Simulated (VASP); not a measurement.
MoS2: single point with PBEsol

MoS2:

```
Mo S
1.0
     2.98460    0.00000    0.00000
    -1.49230    2.58474    0.00000
     0.00000    0.00000   12.19320
Mo S
2 4
Direct
  0.33333 0.66667 0.25000
  0.66667 0.33333 0.75000
  0.33333 0.66667 0.62599
  0.66667 0.33333 0.12599
  0.33333 0.66667 0.87401
  0.66667 0.33333 0.37401
```

```yaml
Program: VASP 6.6.1
Task: single point
Functional: PBEsol
Potentials_or_basis: VASP PAW PBE potentials, release 64 (Mo_sv, S)
Cutoff: 520 eV
k_mesh: 12 × 12 × 2
Occupations: methfessel-paxton, width 0.144 eV
Spin: no spin polarisation
Dipole_correction: no
Further_INCAR_settings: ALGO = Normal; EDIFF = 1e-06; NBANDS = 35
```

- Pressure: 26.9 GPa
- Largest force: 2.395 eV/Å
- Band gap on the k mesh: 1.00 eV, indirect (least direct gap 2.21 eV)

Forces on the atoms (eV/Å):
```
Mo   0.000  0.000  0.000
Mo   0.000  0.000  0.000
S    0.000  0.000 -2.395
S    0.000  0.000 -2.395
S    0.000  0.000  2.395
S    0.000  0.000  2.395
```

Stress tensor (GPa, compression positive):
```
27.60  0.00  0.00
 0.00 27.60  0.00
 0.00  0.00 25.63
```

Levels at points of the mesh, in eV from the valence-band top:
```
           k point  band 22  band 23  band 24  band 25  band 26  band 27  band 28  band 29  band 30  band 31
(0.00, 0.00, 0.00)    -2.10    -2.10    -1.59    -1.45     0.00     2.77     2.77     2.78     2.78     3.12
(0.50, 0.00, 0.00)    -2.71    -1.39    -1.38    -1.35    -1.22     2.37     2.41     2.64     3.06     3.36
(0.00, 0.00, 0.50)    -2.11    -2.11    -2.11    -0.40    -0.40     2.77     2.77     2.77     2.77     3.20
(0.50, 0.00, 0.50)    -2.83    -1.36    -1.36    -1.31    -1.31     2.39     2.39     2.86     2.86     3.69
```

It took 55 s on 1 thread of Intel(R) Xeon(R) 6975P-C (Granite Rapids), with other jobs on the host, peak memory 0.27 GiB.

Caveat: the PAW data sets were made with another functional, which shifts forces and pressure a little; this functional lacks dispersion, which binds the layers, so the pressure and a relaxed spacing across them are unreliable. As with any semilocal functional, this PBEsol gap is likely too small.
